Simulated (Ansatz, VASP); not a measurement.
# CaO: VASP beside Ansatz

```
CELL_PARAMETERS angstrom
2.94204 -2.94204 0.00000
2.94204 2.94204 0.00000
0.00000 0.00000 6.48495
ATOMIC_POSITIONS crystal
Ca 0.75000 0.25000 0.88885
Ca 0.25000 0.75000 0.11115
Ca 0.75000 0.25000 0.38885
Ca 0.25000 0.75000 0.61115
O 0.25000 0.25000 0.25000
O 0.75000 0.75000 0.75000
O 0.25000 0.25000 0.75000
O 0.75000 0.75000 0.25000
```

Alike in both runs: functional PBEsol; k mesh 6 × 6 × 2; occupations gaussian, width 0.1 eV; no spin polarisation.

Ansatz relaxed the structure, and its values are those at the end. VASP's run is a single point on that final structure, the one shown.

```csv
,VASP,Ansatz
version,VASP 6.6.1,Ansatz 0.2.0
potentials or method,"VASP PAW PBE potentials, release 64 (Ca_sv, O), cutoff 520 eV","scalar-relativistic, plane waves, PAW"
valence electrons in the cell,64,64
```

Ansatz gave:

```
gap on the k mesh at the Fermi level (eV) : 3.12
least direct gap on the mesh (eV)         : 3.25
pressure (GPa)                            : -0.4
rms of the force components (eV/Å)        : 0.003
```

Question: Which values does VASP return?

Answer: gap on the k mesh at the Fermi level (eV): 3.12; least direct gap on the mesh (eV): 3.24; pressure (GPa): 0.3; rms of the force components (eV/Å): 0.030.

VASP's potentials were made for PBE, not for PBEsol. Ansatz's warnings: near symmetry operation missed by atoms, symmetry narrowed to a group.

The k mesh is coarse, so the values compare programs but aren't converged.
